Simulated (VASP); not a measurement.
# SrO: relaxation of cell and atoms with PBEsol

SrO:

```
Sr O
1.0
     0.00000    2.56630    2.56630
     2.56630    0.00000    2.56630
     2.56630    2.56630    0.00000
Sr O
1 1
Direct
  0.50000 0.50000 0.50000
  0.00000 0.00000 0.00000
```

| Property | Result |
| --- | --- |
| Program | VASP 6.6.1 |
| Task | relaxation of cell and atoms |
| Functional | PBEsol |
| Potentials or basis | VASP PAW PBE potentials, release 64 (Sr_sv, O) |
| Cutoff | 600 eV |
| k mesh | 16 × 16 × 16 |
| Occupations | fermi-dirac, width 0.08 eV |
| Spin | no spin polarisation |
| Dipole correction | no |
| Further INCAR settings | ALGO = Normal; EDIFF = 1e-06; IBRION = 2; EDIFFG = -0.002; NSW = 100; ISIF = 3 |

| Property | Result |
| --- | --- |
| Pressure after relaxing | 0.0 GPa |
| Band gap on the k mesh | 3.15 eV (least direct gap 3.24 eV) |

Final structure:
```
Sr O
1.0
     0.00000    2.56630    2.56630
     2.56630    0.00000    2.56630
     2.56630    2.56630    0.00000
Sr O
1 1
Cartesian
  2.5663 2.5663 2.5663
  0.0000 0.0000 0.0000
```

Levels at points of the mesh, in eV from the valence-band top:
```tsv
k point	band 4	band 5	band 6	band 7	band 8	band 9	band 10	band 11	band 12
(0.00, 0.00, 0.00)	-13.86	-13.86	0.00	0.00	0.00	3.86	6.17	6.17	6.17
(0.50, 0.00, 0.00)	-13.95	-12.67	-2.24	-1.16	-1.16	6.51	8.33	8.88	8.88
(0.50, 0.50, 0.00)	-14.25	-14.25	-0.43	-0.08	-0.08	3.15	7.80	10.23	10.27
```

Run time: 35 s on 1 thread of Intel(R) Xeon(R) 6975P-C (Granite Rapids), on a shared host, peak memory 0.23 GiB.

Caveat: the relaxation stopped at its first step, so nothing moved; the PAW data sets were made with another functional, which shifts forces and pressure a little. A k mesh can miss the band edges.
